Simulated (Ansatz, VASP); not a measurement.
Two plane-wave programs on Mg5CdSe6

```
Mg Cd Se
1.0
     4.27006    0.00000    0.00000
     0.00000    4.27006    0.00000
     0.00000    0.00000   18.02731
Mg Cd Se
5 1 6
Cartesian
  0.0000 0.0000 11.9807
  2.1350 2.1350 14.9487
  2.1350 2.1350 3.0786
  0.0000 0.0000 6.0466
  2.1350 2.1350 9.0137
  0.0000 0.0000 0.0000
  2.1350 0.0000 13.4647
  0.0000 2.1350 16.4202
  2.1350 0.0000 1.6071
  0.0000 2.1350 4.5626
  2.1350 0.0000 7.5301
  0.0000 2.1350 10.4972
```

Alike in both runs: functional PBE; k mesh 6 × 6 × 2; occupations gaussian, width 0.02 eV; no spin polarisation.

Ansatz relaxed the structure, and its values are those at the end. VASP's run is a single point on that final structure, the one shown.

```csv
,VASP,Ansatz
version,VASP 6.6.1,Ansatz 0.2.0
potentials or method,"VASP PAW PBE potentials, release 64 (Mg, Cd, Se), cutoff 520 eV","scalar-relativistic, plane waves, PAW"
valence electrons in the cell,58,166
```

```tsv
	VASP	Ansatz	Ansatz less VASP
gap on the k mesh at the Fermi level (eV)	1.99	2.00	+0.004
least direct gap on the mesh (eV)	1.99	2.00	+0.004
pressure (GPa)	0.0	0.0	0.00
rms of the force components (eV/Å)	0.008	0.001	-0.0074
```

The functional is the same, so the differences come from potentials, cutoffs and numerics. VASP's potentials hold 58 valence electrons a cell and Ansatz's 166, so a difference there can come from the potentials and not from the codes.
